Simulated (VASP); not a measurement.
# Al32H (a cell with a defect) in VASP: further runs

Al32H (a cell with a defect) is run at these levels: PBE+D3(BJ); tasks: single point.

All numbers are computed with VASP 6.6.1; they aren't measurements. Logs are shortened: lines on timing, memory, paths and dates and some standing lists are left out, and cuts for length are marked.

### Step 1. The cell of the first run

The cell holds a defect, 33 atoms: a = 8.100 Å, b = 8.100 Å, c = 8.100 Å, α = 90.00°, β = 90.00°, γ = 90.00°.

### Step 2. Single point, PBE+D3(BJ)

Input file INCAR:

```
SYSTEM = Al32H
  ALGO = Normal
  EDIFF = 1E-6
  ENCUT = 520
  GGA = PE
  ISIF = 2
  ISMEAR = -1
  IVDW = 12
  LASPH = .True.
  LCHARG = .False.
  LREAL = Auto
  LWAVE = .False.
  NBANDS = 70
  NELM = 60
  PREC = Accurate
  SIGMA = 0.1
```

Input file KPOINTS:

```
k-points
0
Gamma
  2 2 2
  0 0 0
```

Input file POSCAR:

```
Al32H
1.0
    8.1000000000      0.0000000000      0.0000000000
    0.0000000000      8.1000000000      0.0000000000
    0.0000000000      0.0000000000      8.1000000000
Al H
32 1
Direct
    0.4751481481     -0.0022962963     -0.0227407407
    0.7270493827      0.2733827160      0.0054074074
    0.7370493827     -0.0179629630      0.2498148148
   -0.0080370370      0.0299259259     -0.0033456790
    0.2628148148      0.2592716049      0.0112962963
    0.4868024691      0.5128765432     -0.0134320988
    0.7370123457      0.7397037037     -0.0209629630
    0.2570493827      0.0273086420      0.2369506173
    0.4585802469      0.2457407407      0.2591851852
    0.7521604938      0.5272469136      0.2825679012
    0.4484074074     -0.0236790123      0.5347283951
    0.7265555556      0.2408148148      0.4961358025
    0.7296419753      0.0500864198      0.7856666667
   -0.0440617284      0.5193333333      0.0141111111
    0.2192222222      0.7527407407      0.0090740741
   -0.0005432099      0.2667037037      0.2386296296
    0.2494074074      0.5113333333      0.2435185185
    0.4783703704      0.7753827160      0.2266296296
   -0.0191975309      0.0260740741      0.5003580247
    0.2248024691      0.2398024691      0.4843580247
    0.4769506173      0.4857777778      0.5051481481
    0.7646790123      0.7972716049      0.5449259259
    0.2077283951      0.0010987654      0.7203333333
    0.4744691358      0.2354197531      0.7295925926
    0.7348395062      0.5286913580      0.7369629630
    0.0050740741      0.7348024691      0.2879753086
    0.0206913580      0.5146172840      0.5122592593
    0.2382098765      0.7330370370      0.4773580247
   -0.0215925926      0.2791728395      0.7251358025
    0.2216790123      0.4979876543      0.7689629630
    0.4756543210      0.7315555556      0.7517901235
    0.0057407407      0.7614320988      0.8015061728
    0.6040123457      0.6811851852      0.3422469136
```

Potentials or basis: VASP PAW PBE potentials, release 64 (Al, H).

On the command line:

```sh
$ cat potpaw_PBE.64/Al/POTCAR potpaw_PBE.64/H/POTCAR > POTCAR
$ mpirun -np 1 vasp_std > vasp.out
```

OUTCAR:

```text
SYSTEM = Al32H
   EDIFF = 1E-6
   ENCUT = 520
   GGA = PE
   ISIF = 2
   ISMEAR = -1
   IVDW = 12
   LASPH = .True.
   LREAL = Auto
   NELM = 60
   PREC = Accurate
 IVDW          = 12

 ion  position               nearest neighbor table
   1  0.475  0.998  0.977-  13 2.61  18 2.71   5 2.74   8 2.76  24 2.78  31 2.83  15 2.88   7 2.98
                            23 3.00   2 3.03   9 3.04   3 3.06
   2  0.727  0.273  0.005-  13 2.54  14 2.72   6 2.75  16 2.91   4 2.92   9 3.00  25 3.00   1 3.03
                            24 3.04  29 3.05  10 3.05   3 3.08
   3  0.737  0.982  0.250-  18 2.69  22 2.83  19 2.85  12 2.90   4 2.94   7 2.94  26 2.97   1 3.06
                             2 3.08   9 3.11  16 3.14  11 3.29
   4  0.992  0.030  0.997-  32 2.69  13 2.73  16 2.74  23 2.85   5 2.88   8 2.90  15 2.91   2 2.92
                             3 2.94  29 2.99   7 3.13  26 3.36
   5  0.263  0.259  0.011-   9 2.56   8 2.62   1 2.74   6 2.75  30 2.78  17 2.78  16 2.82  24 2.86
                             4 2.88  23 3.18  14 3.26  29 3.27
   6  0.487  0.513  0.987-  31 2.60   7 2.74   5 2.75   2 2.75  30 2.78  17 2.83  25 2.85  18 2.88
                            15 2.92  24 3.06   9 3.10  10 3.22
   7  0.737  0.740  0.979-  14 2.53  25 2.60  32 2.61   6 2.74  31 2.81  18 2.91   3 2.94  13 2.96
                             1 2.98  10 3.00   4 3.13  26 3.31
   8  0.257  0.027  0.237-   9 2.41   5 2.62  20 2.65  18 2.72   1 2.76  16 2.85  11 2.90   4 2.90
                            15 2.91  28 3.08  19 3.09  26 3.15
   9  0.459  0.246  0.259-   8 2.41   5 2.56  20 2.63  17 2.74  21 2.79  12 2.90   2 3.00   1 3.04
                             6 3.10   3 3.11  11 3.12  10 3.30
  10  0.752  0.527  0.283-  33 1.80  26 2.65  14 2.73  27 2.86  21 2.89  12 2.90  16 2.93   7 3.00
                            18 3.03   2 3.05  22 3.05   6 3.22   9 3.30
  11  0.448  0.976  0.535-  23 2.47  24 2.63  28 2.65  31 2.66  20 2.83   8 2.90  22 2.94  18 2.99
                            13 3.11   9 3.12  12 3.12   3 3.29
  12  0.727  0.241  0.496-  19 2.70  29 2.77  24 2.78  13 2.81  21 2.83   3 2.90   9 2.90  10 2.90
                            25 3.04  16 3.05  11 3.12  27 3.26
  13  0.730  0.050  0.786-   2 2.54  24 2.59   1 2.61   4 2.73  29 2.78  12 2.81  22 2.84   7 2.96
                            19 3.09  11 3.11  32 3.24  31 3.31
  14  0.956  0.519  0.014-   7 2.53  32 2.64   2 2.72  10 2.73  16 2.76  15 2.85  26 2.85  25 2.87
                            30 2.93  17 3.02  29 3.05   5 3.26
  15  0.219  0.753  0.009-  32 2.41  17 2.74  18 2.75  30 2.84  14 2.85  26 2.85   1 2.88   4 2.91
                             8 2.91   6 2.92  31 2.95  23 3.09
  16  0.999  0.267  0.239-  20 2.71   4 2.74  14 2.76   5 2.82  17 2.83   8 2.85  19 2.88   2 2.91
                            10 2.93  27 3.00  12 3.05   3 3.14
  17  0.249  0.511  0.244-  28 2.61  26 2.71  15 2.74   9 2.74   5 2.78  21 2.82  16 2.83   6 2.83
                            18 2.83  27 2.86  20 2.95  14 3.02
  18  0.478  0.775  0.227-  33 1.58   3 2.69   1 2.71   8 2.72  15 2.75  28 2.83  17 2.83   6 2.88
                             7 2.91  11 2.99  10 3.03  21 3.25
  19  0.981  0.026  0.500-  23 2.57  22 2.57  20 2.63  12 2.70  29 2.74   3 2.85  16 2.88  26 2.93
[... 12 lines left out ...]
                            27 2.95   2 3.00  12 3.04  24 3.18
  26  0.005  0.735  0.288-  28 2.43  27 2.55  10 2.65  17 2.71  14 2.85  15 2.85  22 2.89  19 2.93
                             3 2.97   8 3.15   7 3.31   4 3.36
[... 216 lines left out ...]
  Fermi-wavevector in a.u.,A,eV,Ry     =   0.928639  1.754874 11.733269  0.862371
  Thomas-Fermi vector in A             =   2.054837
   LORBIT       =      0    0 simple, 1 ext, 2 COOP (PROOUT), +10 PAW based schemes
   GGA     = PE    functional components
   LHFCALC =     F    Hartree Fock is set to
   AEXX    =    0.0000 exact exchange contribution
   IVDW    =    12    specifies the selected vdW correction
   LEPSILON=     F    determine dielectric tensor
   LRPA    =     F    only Hartree local field effects (RPA)
 non-spin polarized calculation
  energy-cutoff  :      520.00
  volume of cell :      531.44
 maximum number of plane-waves:     14400
   NGX = 31   NGY = 31   NGZ = 31

 number of electron      97.0000000 magnetization

 Free energy of the ion-electron system (eV)
  ---------------------------------------------------
  ext. energy  EPLUGINS =         0.00000000
  ---------------------------------------------------
  free energy    TOTEN  =      -118.63560239 eV

  energy without entropy =     -118.16880249  energy(sigma->0) =     -118.40220244

 E-fermi :   7.6579     XC(G=0): -10.1690

 val. band max:        7.6503355054   @ k =   0.0000   0.0000   0.0000
 cond. band min:       7.6965839854   @ k =   0.0000   0.0000   0.5000
 fundamental gap:      0.0462484800
 Fermi energy:         7.6578972109

 k-point     1 :       0.0000    0.0000    0.0000
  band No.  band energies     occupation
      1      -3.3261      2.00000
      2      -1.4986      2.00000
      3      -1.3254      2.00000
      4      -1.1602      2.00000
      5      -1.0689      2.00000
      6      -0.8646      2.00000
[... 493 lines left out ...]
     59      10.7787      0.00000
     60      10.7939      0.00000
 [bands above 60 left out]

------------------------ aborting loop because EDIFF is reached ----------------------------------------

 Edisp (eV)  -10.84902

 E8    (eV) :    -4.8357

  FORCE on cell =-STRESS in cart. coord.  units (eV):
  Direction    XX          YY          ZZ          XY          YZ          ZX
  --------------------------------------------------------------------------------------
  -------------------------------------------------------------------------------------
  Total       6.90818     4.14246     1.85478     2.03970    -2.07989     4.18974
  in kB      20.82663    12.48860     5.59175     6.14924    -6.27040    12.63113
  external pressure =       12.97 kB  Pullay stress =        0.00 kB

 VOLUME and BASIS-vectors are now :
 -----------------------------------------------------------------------------
  energy-cutoff  :      520.00
  volume of cell :      531.44
      direct lattice vectors                 reciprocal lattice vectors
     8.100000000  0.000000000  0.000000000     0.123456790  0.000000000  0.000000000
     0.000000000  8.100000000  0.000000000     0.000000000  0.123456790  0.000000000
     0.000000000  0.000000000  8.100000000     0.000000000  0.000000000  0.123456790

 POSITION                                       TOTAL-FORCE (eV/Angst)
 -----------------------------------------------------------------------------------
      3.84870      8.08140      7.91580        -0.135432      0.012436      0.069805
      5.88910      2.21440      0.04380        -0.097231      0.234232      0.629161
      5.97010      7.95450      2.02350         0.206632      0.648296     -0.202877
      8.03490      0.24240      8.07290         0.081830      0.005496      0.385684
      2.12880      2.10010      0.09150        -0.859409      0.154662     -1.156177
      3.94310      4.15430      7.99120        -0.023962     -0.375017      0.573863
[... 25 lines left out ...]
      0.04650      6.16760      6.49220        -0.976257     -0.087947     -1.981455
      4.89250      5.51760      2.77220         0.937976     -0.839508      1.195836
 -----------------------------------------------------------------------------------
    total drift:                                0.006492      0.007842      0.010256

  FREE ENERGIE OF THE ION-ELECTRON SYSTEM (eV)
  ---------------------------------------------------
  free  energy   TOTEN  =      -129.4846211297 eV

  energy  without entropy=     -129.0178212306  energy(sigma->0) =     -129.25122118
```

stdout:

```text
POSCAR found type information on POSCAR AlH
 POSCAR found :  2 types and      33 ions
 scaLAPACK will be used
 LDA part: xc-table for (Slater+PW92), standard interpolation
 POSCAR, INCAR and KPOINTS ok, starting setup
 FFT: planning ... GRIDC
 FFT: planning ... GRID_SOFT
 FFT: planning ... GRID
 WAVECAR not read
 entering main loop
```

Wall time 3.8 min (1 thread of Intel Xeon 6975P-C (Granite Rapids), shared host); peak memory 0.55 GiB.

What came out:

```
Free energy                : -129.4846 eV
Pressure                   : 1.3 GPa
Largest force              : 2.458 eV/Å
Band gap on the k mesh     : zero (an odd number of electrons rules out a gap without spin polarisation)
Dispersion energy per atom : -0.329 eV
```

Forces on the atoms (eV/Å):
```
Al  -0.135  0.012  0.070
Al  -0.097  0.234  0.629
Al   0.207  0.648 -0.203
Al   0.082  0.005  0.386
Al  -0.859  0.155 -1.156
Al  -0.024 -0.375  0.574
Al  -0.809  1.312  0.841
Al  -1.550 -1.756  0.175
Al   2.277  0.916  0.120
Al  -0.262 -0.596 -0.104
Al   1.553  0.134 -1.330
Al  -0.135  0.398 -0.391
Al   0.572 -1.157 -0.864
Al   1.034 -0.837  0.014
Al   0.991  0.211  0.729
Al  -0.492 -0.082  0.193
Al   0.071 -0.454 -0.338
Al  -0.952  0.192 -0.667
Al  -0.031 -0.290 -0.642
Al   0.196  0.620  0.538
Al  -0.078  0.149  0.021
Al  -0.565 -0.398  0.014
Al   0.093  0.272  1.451
Al  -0.406  0.767  0.519
Al   0.230 -0.955 -0.400
Al  -1.077  1.243 -1.466
Al  -1.181 -0.553 -0.008
Al   1.238  0.884  1.312
Al  -0.113 -0.462  1.013
Al   0.492  0.188  0.067
Al  -0.229  0.500 -0.309
Al  -0.976 -0.088 -1.981
H    0.938 -0.840  1.196
```

Caveat: the k points lie up to 0.39 Å⁻¹ apart, too coarse for converged energies and pressures of a metal; the atoms stand as in a frame of molecular dynamics.

### Step 3. Single point, PBE+D3(BJ)

Input file INCAR:

```
PREC = Accurate ; ENCUT = 520
EDIFF = 1E-6 ; ISMEAR = -1
SIGMA = 0.1 ; LREAL = Auto
LASPH = True ; NELM = 100
ALGO = Normal ; ISIF = 2
LWAVE = False ; LCHARG = False
GGA = PE ; IVDW = 12
NBANDS = 70
```

Input file KPOINTS:

```
regular mesh
0
Gamma
  2 2 2
```

Input file POSCAR:

```
Al32H
1.0
    8.1000000000      0.0000000000      0.0000000000
    0.0000000000      8.1000000000      0.0000000000
    0.0000000000      0.0000000000      8.1000000000
Al H
32 1
Direct
    0.4990000000     -0.0095555556     -0.0153086420
    0.7212345679      0.2821358025      0.0009753086
    0.7317901235     -0.0064938272      0.2492839506
   -0.0083209877      0.0172839506     -0.0058395062
    0.2693086420      0.2460617284      0.0219012346
    0.4701728395      0.5082098765     -0.0142222222
    0.7202962963      0.7437160494     -0.0178641975
    0.2603086420      0.0418641975      0.2340987654
    0.4786419753      0.2586172840      0.2586913580
    0.7524074074      0.5281111111      0.2729629630
    0.4425432099     -0.0247037037      0.5347530864
    0.7392592593      0.2208641975      0.5082222222
    0.7359259259      0.0512345679      0.7927407407
   -0.0556543210      0.5050740741      0.0102716049
    0.2434938272      0.7570617284     -0.0044567901
    0.0165925926      0.2570987654      0.2235925926
    0.2623209877      0.5170740741      0.2421604938
    0.4686543210      0.7709629630      0.2128271605
   -0.0122222222      0.0159259259      0.5096172840
    0.2454938272      0.2459135802      0.4854074074
    0.4678395062      0.4695802469      0.4987777778
    0.7619876543      0.8035432099      0.5531728395
    0.2085679012     -0.0124691358      0.7240246914
    0.4649876543      0.2432469136      0.7381481481
    0.7296296296      0.5125555556      0.7289012346
   -0.0035185185      0.7269135802      0.2869753086
    0.0039876543      0.5203580247      0.5184691358
    0.2381111111      0.7453827160      0.4726790123
   -0.0204691358      0.2856049383      0.7278518519
    0.2433580247      0.4916913580      0.7620246914
    0.4790987654      0.7377654321      0.7438024691
    0.0033333333      0.7586419753      0.7949012346
    0.6218518519      0.6440493827      0.3796913580
```

Potentials or basis: VASP PAW PBE potentials, release 64 (Al, H).

On the command line:

```sh
$ cat potpaw_PBE.64/Al/POTCAR potpaw_PBE.64/H/POTCAR > POTCAR
$ mpirun -np 1 vasp_std > vasp.out
```

It took 3.5 min on 1 thread of Intel Xeon 6975P-C (Granite Rapids), shared host; peak memory 0.55 GiB.

The run converged. Its results:

```
Free energy                : -128.8231 eV
Pressure                   : 2.0 GPa
Largest force              : 2.920 eV/Å
Band gap on the k mesh     : zero (an odd number of electrons rules out a gap without spin polarisation)
Dispersion energy per atom : -0.329 eV
```

Forces on the atoms (eV/Å):
```
Al  -0.917  0.686 -0.017
Al  -0.353 -0.158  0.698
Al   0.198  0.262 -0.027
Al   0.103  0.040  0.582
Al  -0.492  0.967 -2.340
Al   0.834 -0.286  0.417
Al   0.318  0.325  0.272
Al  -0.714 -2.650  0.999
Al   1.979  0.137 -0.255
Al  -0.393 -1.164 -0.152
Al   2.010  0.714 -1.504
Al  -0.725  0.794 -0.629
Al   0.443 -0.983 -1.148
Al   1.376  0.340 -0.374
Al  -0.521  0.200  0.059
Al  -1.002  0.286  0.868
Al  -0.770 -0.522 -0.247
Al   0.711 -0.286  1.389
Al   0.302  0.112 -0.969
Al  -1.116  0.023  0.586
Al   0.778  1.278  0.453
Al  -0.792 -0.603 -0.245
Al   0.503  0.777  1.603
Al   0.325 -0.108  0.546
Al  -0.115 -0.304  0.010
Al  -0.392  1.384 -1.566
Al  -0.347 -0.475  0.029
Al   0.688  0.002  0.935
Al   0.406 -0.767  0.938
Al  -0.680  0.328 -0.255
Al  -0.112 -0.038 -0.140
Al  -0.885 -0.760 -0.934
H   -0.648  0.450  0.416
```

Stress tensor (GPa, compression positive):
```
 3.11  1.11  0.63
 1.11  1.25 -0.58
 0.63 -0.58  1.65
```

Levels at points of the mesh, in eV from the Fermi level:
| k point | band 44 | band 45 | band 46 | band 47 | band 48 | band 49 | band 50 | band 51 | band 52 | band 53 |
| --- | --- | --- | --- | --- | --- | --- | --- | --- | --- | --- |
| (0.00, 0.00, 0.00) | -0.20 | -0.13 | -0.01 | 0.14 | 0.27 | 0.39 | 0.60 | 0.75 | 0.77 | 1.00 |
| (0.50, 0.00, 0.00) | -0.78 | -0.55 | -0.34 | -0.25 | -0.16 | -0.01 | 0.15 | 0.25 | 0.40 | 0.83 |
| (0.00, 0.50, 0.00) | -0.85 | -0.50 | -0.39 | -0.19 | -0.10 | 0.02 | 0.08 | 0.18 | 0.42 | 0.89 |
| (0.00, 0.00, 0.50) | -0.79 | -0.54 | -0.35 | -0.14 | -0.10 | 0.00 | 0.06 | 0.20 | 0.38 | 0.95 |
| (0.50, 0.50, 0.00) | -0.93 | -0.44 | -0.38 | -0.26 | -0.15 | 0.59 | 0.76 | 0.93 | 0.99 | 1.01 |
| (0.00, 0.50, 0.50) | -1.00 | -0.38 | -0.35 | -0.24 | -0.17 | 0.71 | 0.78 | 0.80 | 0.86 | 0.95 |
| (0.50, 0.00, 0.50) | -0.96 | -0.47 | -0.40 | -0.30 | -0.03 | 0.48 | 0.81 | 0.87 | 0.94 | 1.01 |
| (0.50, 0.50, 0.50) | -0.54 | -0.53 | -0.49 | -0.42 | -0.36 | -0.33 | -0.29 | -0.23 | -0.20 | -0.12 |

Caveat: the k points lie up to 0.39 Å⁻¹ apart, too coarse for converged energies and pressures of a metal; the atoms stand as in a frame of molecular dynamics.

The gap in the log of VASP goes by the Fermi energy; the results here count the filled bands.